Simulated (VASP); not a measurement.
A run of VASP 6.6.1 is set up as follows.

INCAR

```
SYSTEM = Ni
PREC     = Accurate       ! precision mode
ENCUT    = 520            ! plane-wave cutoff, eV
EDIFF    = 1E-7           ! SCF threshold, eV
ISMEAR   = 0              ! smearing method
SIGMA    = 0.1            ! smearing width, eV
LREAL    = .FALSE.        ! projectors in reciprocal space
LASPH    = .TRUE.         ! aspherical terms in the spheres
NELM     = 150            ! most SCF steps
ALGO     = Normal         ! electronic algorithm
ISIF     = 2              ! what is computed and relaxed
LWAVE    = .FALSE.        ! write WAVECAR
LCHARG   = .TRUE.         ! write CHGCAR
ISPIN    = 2              ! spin polarisation
MAGMOM   = 1.21           ! initial moments
LORBIT   = 11             ! projections on sites
NUPDOWN  = 1.21           ! fixed moment
LMAXMIX  = 4              ! l up to which the mixer works
LELF     = .TRUE.         ! ELF
LVHAR    = .TRUE.       
NBANDS   = 15             ! bands
```

File KPOINTS:

```
Automatic mesh
0
G
  12 12 12
  0 0 0
```

POSCAR

```
Ni
1.0
    0.0000000000      1.7584000000      1.7584000000
    1.7584000000      0.0000000000      1.7584000000
    1.7584000000      1.7584000000      0.0000000000
Ni
1
Direct
    0.0000000000      0.0000000000      0.0000000000
```

Potentials or basis: VASP PAW LDA potentials, release 64 (Ni).

Launch:

```sh
$ cat potpaw_LDA.64/Ni/POTCAR > POTCAR
$ mpirun -np 1 vasp_std > vasp.out
```

Task: Estimate the pressure.

Result: -10.4 GPa.

Caveat: the cell stands under tension; the total moment is fixed, so each spin has its own Fermi level.
